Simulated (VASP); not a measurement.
# CdI2 in VASP: further runs

The runs below take CdI2 through single point, with PBE+D3(BJ).

All numbers are computed with VASP 6.6.1; they aren't measurements. Logs are shortened: lines on timing, memory, paths and dates and some standing lists are left out, and cuts for length are marked.

### Step 1. The cell of the first run

The cell holds a slab with vacuum, 3 atoms: a = 4.243 Å, b = 4.243 Å, c = 32.919 Å, α = 90.00°, β = 90.00°, γ = 120.00°.

### Step 2. Single point, PBE+D3(BJ) (a layer taken out of the bulk)

INCAR reads:

```
PREC     = Accurate       # precision mode
ENCUT    = 400            # plane-wave cutoff, eV
EDIFF    = 1E-6           # SCF threshold, eV
ISMEAR   = 0              # smearing method
SIGMA    = 0.02           # smearing width, eV
LREAL    = F              # projectors in reciprocal space
LASPH    = T              # aspherical terms in the spheres
NELM     = 120            # most SCF steps
ALGO     = Normal         # electronic algorithm
ISIF     = 2              # what is computed and relaxed
LWAVE    = F              # write WAVECAR
LCHARG   = F              # write CHGCAR
LDIPOL   = T            
IDIPOL   = 3            
DIPOL    = 0.5 0.5 0.500
GGA      = PE             # functional
IVDW     = 12             # dispersion correction
NBANDS   = 20             # bands
GGA_COMPAT= F            
NELMDL   = -8
```

KPOINTS reads:

```
regular mesh
0
Gamma
  6 6 1
```

POSCAR reads:

```
CdI2
1.0
    4.2433815906      0.0000000000      0.0000000000
   -2.1216907953      3.6748762554      0.0000000000
    0.0000000000      0.0000000000     32.9191206082
I Cd
2 1
Direct
    0.6666666667      0.3333333333      0.4472240567
    0.0000000000      0.0000000000      0.5527759433
    0.3333333333      0.6666666667      0.5000000000
```

Potentials or basis: VASP PAW PBE potentials, release 64 (I, Cd).

Run with:

```
> cat potpaw_PBE.64/I/POTCAR potpaw_PBE.64/Cd/POTCAR > POTCAR
> mpirun -np 1 vasp_std > vasp.out
```

OUTCAR:

```text
PREC = Accurate
   ENCUT = 400
   EDIFF = 1E-6
   ISMEAR = 0
   LREAL = F
   LASPH = T
   NELM = 120
   ISIF = 2
   GGA = PE
   IVDW = 12
   NELMDL = -8
 IVDW          = 12

 ion  position               nearest neighbor table
   1  0.667  0.333  0.447-   3 3.00   3 3.00   3 3.00
   2  0.000  0.000  0.553-   3 3.00   3 3.00   3 3.00
   3  0.333  0.667  0.500-   1 3.00   2 3.00   1 3.00   2 3.00   2 3.00   1 3.00

  LATTYP: Found a hexagonal cell.
 ALAT       =     4.2433815906
 C/A-ratio  =     7.7577563802

  Lattice vectors:

 A1 = (   4.2433815906,   0.0000000000,   0.0000000000)
 A2 = (  -2.1216907953,   3.6748762554,   0.0000000000)
 A3 = (   0.0000000000,   0.0000000000,  32.9191206082)

Analysis of symmetry for initial positions (statically):
=====================================================================
 Subroutine PRICEL returns:
 Original cell was already a primitive cell.

 Routine SETGRP: Setting up the symmetry group for a
 hexagonal supercell.

 Subroutine GETGRP returns: Found 12 space group operations
 (whereof  6 operations were pure point group operations)
 out of a pool of 24 trial point group operations.

The static configuration has the point symmetry C_3v.
 The point group associated with its full space group is D_3d.

Analysis of symmetry for dynamics (positions and initial velocities):
=====================================================================
 Subroutine PRICEL returns:
 Original cell was already a primitive cell.

 Routine SETGRP: Setting up the symmetry group for a
 hexagonal supercell.

 Subroutine GETGRP returns: Found 12 space group operations
 (whereof  6 operations were pure point group operations)
 out of a pool of 24 trial point group operations.

The dynamic configuration has the point symmetry C_3v.
 The point group associated with its full space group is D_3d.

 Subroutine INISYM returns: Found 12 space group operations
 (whereof  6 operations are pure point group operations),
 and found     1 'primitive' translations

----------------------------------------------------------------------------------------

                                     Primitive cell

  volume of cell :     513.3375

  direct lattice vectors                    reciprocal lattice vectors
     4.243381591  0.000000000  0.000000000     0.235661106  0.136059003  0.000000000
    -2.121690795  3.674876255  0.000000000     0.000000000  0.272118006  0.000000000
     0.000000000  0.000000000 32.919120608     0.000000000  0.000000000  0.030377482

  length of vectors
     4.243381591  4.243381591 32.919120608     0.272118006  0.272118006  0.030377482

  position of ions in fractional coordinates (direct lattice)
     0.666666667  0.333333333  0.447224057
     0.000000000  0.000000000  0.552775943
     0.333333333  0.666666667  0.500000000

  ion indices of the primitive-cell ions
   primitive index   ion index
                 1           1
                 2           2
                 3           3

----------------------------------------------------------------------------------------

 KPOINTS: regular mesh

Automatic generation of k-mesh.
 Grid dimensions read from file:
 generate k-points for:    6    6    1

 Generating k-lattice:

  Cartesian coordinates                     Fractional coordinates (reciprocal lattice)
     0.039276851  0.022676501  0.000000000     0.166666667  0.000000000  0.000000000
     0.000000000  0.045353001  0.000000000     0.000000000  0.166666667  0.000000000
     0.000000000  0.000000000  0.030377482     0.000000000  0.000000000  1.000000000

  Length of vectors
     0.045353001  0.045353001  0.030377482

  Shift w.r.t. Gamma in fractional coordinates (k-lattice)
     0.000000000  0.000000000  0.000000000

 Subroutine IBZKPT returns following result:
 ===========================================

 Found      7 irreducible k-points:

 Following reciprocal coordinates:
            Coordinates               Weight
  0.000000  0.000000  0.000000      1.000000
  0.166667  0.000000  0.000000      6.000000
  0.333333  0.000000  0.000000      6.000000
  0.500000  0.000000  0.000000      3.000000
  0.166667  0.166667  0.000000      6.000000
  0.333333  0.166667  0.000000     12.000000
  0.333333  0.333333  0.000000      2.000000
   k-points           NKPTS =      7   k-points in BZ     NKDIM =      7   number of bands    NBANDS=     20
   number of dos      NEDOS =    301   number of ions     NIONS =      3
   total plane-waves  NPLWV = 169344
   dimension x,y,z NGX =    28 NGY =   28 NGZ =  216
   dimension x,y,z NGXF=    56 NGYF=   56 NGZF=  432
   ions per type =               2   1
   NGX,Y,Z   is equivalent  to a cutoff of  10.97, 10.97, 10.91 a.u.
   NGXF,Y,Z  is equivalent  to a cutoff of  21.94, 21.94, 21.82 a.u.
 SYSTEM =  unknown system
   PREC   = accura    normal or accurate (medium, high low for compatibility)
   ISTART =      0    job   : 0-new  1-cont  2-samecut
   ICHARG =      2    charge: 1-file 2-atom 10-const
   ISPIN  =      1    spin polarized calculation?
   LNONCOLLINEAR =      F non collinear calculations
   LSORBIT =      F    spin-orbit coupling
   LASPH  =      T    aspherical Exc in radial PAW
   ENCUT  =  400.0 eV  29.40 Ry    5.42 a.u.   6.92  6.92 53.68*2*pi/ulx,y,z
   NELM   =    120;   NELMIN=  2; NELMDL= -8     # of ELM steps
   EDIFF  = 0.1E-05   stopping-criterion for ELM
   LREAL  =      F    real-space projection
   EDIFFG = 0.1E-04   stopping-criterion for IOM
   NSW    =      0    number of steps for IOM
   IBRION =     -1    ionic relax: 0-MD 1-quasi-New 2-CG
   NFREE  =      0    steps in history (QN), initial steepest desc. (CG)
   ISIF   =      2    stress and relaxation
   ISYM   =      2    0-nonsym 1-usesym 2-fastsym
   POTIM  = 0.5000    time-step for ionic-motion
   TEBEG  =    0.0;   TEEND  =   0.0 temperature during run
   PSTRESS=    0.0 pullay stress
   NELECT =      26.0000    total number of electrons
   NUPDOWN=      -1.0000    fix difference up-down
   EMIN   =  10.00;   EMAX   =-10.00  energy-range for DOS
   EFERMI =   0.00;   METHOD = LEGACY
   ISMEAR =     0;   SIGMA  =   0.02  broadening in eV -4-tet -1-fermi 0-gaus
   EFERMI_NEDOS =   21; number of points for ismear=-14 and -15
   IALGO  =     38    algorithm
   IMIX   =      4    mixing-type and parameters
     AMIX     =   0.40;   BMIX     =  1.00
     AMIX_MAG =   1.60;   BMIX_MAG =  1.00
  volume/ion in A,a.u.               =     171.11      1154.72
  Fermi-wavevector in a.u.,A,eV,Ry     =   0.605710  1.144626  4.991773  0.366885
  Thomas-Fermi vector in A             =   1.659535
   LORBIT       =      0    0 simple, 1 ext, 2 COOP (PROOUT), +10 PAW based schemes
   GGA     = PE    functional components
   LHFCALC =     F    Hartree Fock is set to
   AEXX    =    0.0000 exact exchange contribution
   IVDW    =    12    specifies the selected vdW correction
   LEPSILON=     F    determine dielectric tensor
   LRPA    =     F    only Hartree local field effects (RPA)
 non-spin polarized calculation
 Gauss-broadening in eV      SIGMA  =   0.02
  energy-cutoff  :      400.00
  volume of cell :      513.34
 maximum number of plane-waves:      9358
 NGX is ok and might be reduce to    28
   NGX = 13   NGY = 13   NGZ =107

 dipolmoment           0.000000      0.000000      0.000000 electrons x Angstroem

 number of electron      25.9999996 magnetization

 dipolmoment           0.000000      0.000000     -0.000000 electrons x Angstroem

 Free energy of the ion-electron system (eV)
  ---------------------------------------------------
  ext. energy  EPLUGINS =         0.00000000
  ---------------------------------------------------
  free energy    TOTEN  =        -5.52192405 eV

  energy without entropy =       -5.52192405  energy(sigma->0) =       -5.52192405

 E-fermi :  -4.4544     XC(G=0):  -2.0911

 val. band max:       -4.5624651985   @ k =   0.0000   0.0000   0.0000
 cond. band min:      -2.1222656533   @ k =   0.5000   0.0000   0.0000
 fundamental gap:      2.4401995453
 Fermi energy:        -4.4544124437

 k-point     1 :       0.0000    0.0000    0.0000
  band No.  band energies     occupation
      1     -16.4919      2.00000
      2     -16.0116      2.00000
      3     -12.0948      2.00000
      4     -12.0948      2.00000
      5     -11.9794      2.00000
      6     -11.9065      2.00000
[... 12 lines left out ...]
     19       1.7785      0.00000
     20       2.0232      0.00000

 k-point     2 :       0.1667    0.0000    0.0000
  band No.  band energies     occupation
      1     -16.3672      2.00000
      2     -15.9767      2.00000
      3     -12.0768      2.00000
      4     -12.0429      2.00000
      5     -11.9540      2.00000
      6     -11.9118      2.00000
[... 12 lines left out ...]
     19       2.1620      0.00000
     20       2.3138      0.00000

 k-point     3 :       0.3333    0.0000    0.0000
  band No.  band energies     occupation
      1     -16.0904      2.00000
      2     -15.9085      2.00000
      3     -12.0590      2.00000
      4     -11.9906      2.00000
      5     -11.9072      2.00000
      6     -11.8710      2.00000
[... 12 lines left out ...]
     19       2.4148      0.00000
     20       2.8675      0.00000

 k-point     4 :       0.5000    0.0000    0.0000
  band No.  band energies     occupation
      1     -15.9308      2.00000
      2     -15.8794      2.00000
      3     -12.0589      2.00000
      4     -11.9990      2.00000
      5     -11.8957      2.00000
      6     -11.8453      2.00000
[... 12 lines left out ...]
     19       3.6620      0.00000
     20       3.6793      0.00000

 k-point     5 :       0.1667    0.1667    0.0000
  band No.  band energies     occupation
      1     -16.1645      2.00000
      2     -15.9250      2.00000
      3     -12.0533      2.00000
      4     -11.9756      2.00000
      5     -11.9272      2.00000
      6     -11.8916      2.00000
[... 12 lines left out ...]
     19       2.5693      0.00000
     20       2.7162      0.00000

 k-point     6 :       0.3333    0.1667    0.0000
  band No.  band energies     occupation
      1     -15.9379      2.00000
      2     -15.8757      2.00000
      3     -12.0206      2.00000
      4     -11.9683      2.00000
      5     -11.8969      2.00000
      6     -11.8626      2.00000
[... 12 lines left out ...]
     19       3.1802      0.00000
     20       3.6416      0.00000

 k-point     7 :       0.3333    0.3333    0.0000
  band No.  band energies     occupation
      1     -15.8594      2.00000
      2     -15.8594      2.00000
      3     -11.9393      2.00000
      4     -11.9393      2.00000
      5     -11.8789      2.00000
      6     -11.8659      2.00000
[... 12 lines left out ...]
     19       3.6870      0.00000
     20       3.8374      0.00000

------------------------ aborting loop because EDIFF is reached ----------------------------------------

 vacuum level on the upper side and lower side of the slab       (xc-potential included)        -0.006        -0.006

 Edisp (eV)   -0.74671

 E8    (eV) :    -0.3540

  FORCE on cell =-STRESS in cart. coord.  units (eV):
  Direction    XX          YY          ZZ          XY          YZ          ZX
  --------------------------------------------------------------------------------------
  -------------------------------------------------------------------------------------
  Total      -0.05196    -0.05196    -0.07171     0.00000     0.00000     0.00000
  in kB      -0.16216    -0.16216    -0.22383     0.00000     0.00000     0.00000
  external pressure =       -0.18 kB  Pullay stress =        0.00 kB

 VOLUME and BASIS-vectors are now :
 -----------------------------------------------------------------------------
  energy-cutoff  :      400.00
  volume of cell :      513.34
      direct lattice vectors                 reciprocal lattice vectors
     4.243381591  0.000000000  0.000000000     0.235661106  0.136059003  0.000000000
    -2.121690795  3.674876255  0.000000000     0.000000000  0.272118006  0.000000000
     0.000000000  0.000000000 32.919120608     0.000000000  0.000000000  0.030377482

 POSITION                                       TOTAL-FORCE (eV/Angst)
 -----------------------------------------------------------------------------------
      2.12169      1.22496     14.72222         0.000000     -0.000000     -0.020384
      0.00000      0.00000     18.19690        -0.000000      0.000000      0.020384
     -0.00000      2.44992     16.45956        -0.000000      0.000000      0.000000
 -----------------------------------------------------------------------------------
    total drift:                                0.000000      0.000000     -0.000014

  FREE ENERGIE OF THE ION-ELECTRON SYSTEM (eV)
  ---------------------------------------------------
  free  energy   TOTEN  =        -6.2686314654 eV

  energy  without entropy=       -6.2686314654  energy(sigma->0) =       -6.26863147

 vacuum level on the upper side and lower side of the slab         1.713         1.713
```

Run time: 2.5 min. Hardware: 1 thread of Oxide Virtual Turin-like, shared host; peak memory 0.36 GiB.

Results:

| Quantity | Value |
| --- | --- |
| Free energy | -6.2686 eV |
| Largest force | 0.020 eV/Å |
| Band gap on the k mesh | 2.44 eV (least direct gap 2.66 eV) |
| Dispersion energy per atom | -0.249 eV |

Forces on the atoms (eV/Å):
```
I    0.000  0.000 -0.020
I    0.000  0.000  0.020
Cd   0.000  0.000  0.000
```

Caveat: the cell differs from its parent crystal (a layer taken out of the bulk); spin-orbit coupling is left out, which moves the levels of the heavy elements.

### Step 3. Single point, PBE+D3(BJ) (a layer taken out of the bulk)

INCAR reads:

```
PREC = Accurate
ENCUT = 400
EDIFF = 1E-6
ISMEAR = 0
SIGMA = 0.02
LREAL = F
LASPH = T
NELM = 120
ALGO = Normal
ISIF = 2
LWAVE = F
LCHARG = F
LDIPOL = T
IDIPOL = 3
DIPOL = 0.5 0.5 0.500
GGA = PE
IVDW = 12
NBANDS = 20
GGA_COMPAT = F
NELMDL = -8
```

KPOINTS reads:

```
Automatic mesh
0
Gamma
  6 6 1
```

POSCAR reads:

```
CdI2
1.0
    4.2431949733      0.0000000000      0.0000000000
   -2.1215974867      3.6747146401      0.0000000000
    0.0000000000      0.0000000000     32.9191206082
I Cd
2 1
Direct
    0.6666666667      0.3333333333      0.4474536342
    0.0000000000      0.0000000000      0.5525463658
    0.3333333333      0.6666666667      0.5000096646
```

Potentials or basis: VASP PAW PBE potentials, release 64 (I, Cd).

Run with:

```
> cat potpaw_PBE.64/I/POTCAR potpaw_PBE.64/Cd/POTCAR > POTCAR
> mpirun -np 1 vasp_std > vasp.out
```

It took 2.4 min on 1 thread of Oxide Virtual Turin-like, shared host; peak memory 0.36 GiB.

Results (log left out):

- Free energy: -6.2680 eV
- Largest force: 0.059 eV/Å
- Band gap on the k mesh: 2.46 eV (least direct gap 2.67 eV)
- Dispersion energy per atom: -0.249 eV

Forces in eV/Å, atoms in the order of the input:
```
I    0.000  0.000 -0.057
I    0.000  0.000  0.059
Cd   0.000  0.000 -0.002
```

Levels at points of the mesh, in eV from the valence-band top:
```csv
k point,band 10,band 11,band 12,band 13,band 14,band 15,band 16,band 17
"(0.00, 0.00, 0.00)",-0.27,-0.27,0.00,0.00,2.89,4.55,5.88,5.96
"(0.50, 0.00, 0.00)",-1.53,-1.31,-0.48,-0.22,2.46,5.11,6.24,6.29
```

Caveat: the cell differs from its parent crystal (a layer taken out of the bulk); spin-orbit coupling is left out, which moves the levels of the heavy elements.
